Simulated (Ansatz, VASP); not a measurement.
# Two plane-wave programs on SnO

```
Sn O
1.0
     0.02334    2.53697    2.53697
     2.53697    0.02334    2.53697
     2.56031    2.56031    0.00000
Sn O
1 1
Cartesian
  0.0000 0.0000 0.0000
  2.5603 2.5603 2.5370
```

Change from the starting cell: shear_xy strain +1.8%.

Alike in both runs: task single point; functional PBE; k mesh 8 × 8 × 8; occupations fermi-dirac, width 0.02 eV; no spin polarisation.

|  | VASP | Ansatz |
| --- | --- | --- |
| version | VASP 6.6.1 | Ansatz 0.2.0 |
| potentials or method | VASP PAW PBE potentials, release 64 (Sn_d, O) | plane waves, PAW |
| plane-wave cutoff (eV) | 520 | 420 |
| valence electrons in the cell | 20 | 20 |

|  | VASP | Ansatz | Ansatz less VASP |
| --- | --- | --- | --- |
| gap on the k mesh at the Fermi level (eV) | 0.84 | 0.84 | +0.002 |
| pressure (GPa) | 2.4 | 2.4 | -0.01 |
| traceless stress, the component that is largest in VASP (GPa) | -0.30 | -0.30 | -0.002 |

With one functional, cell and mesh, what is left measures potentials, basis and numerics.
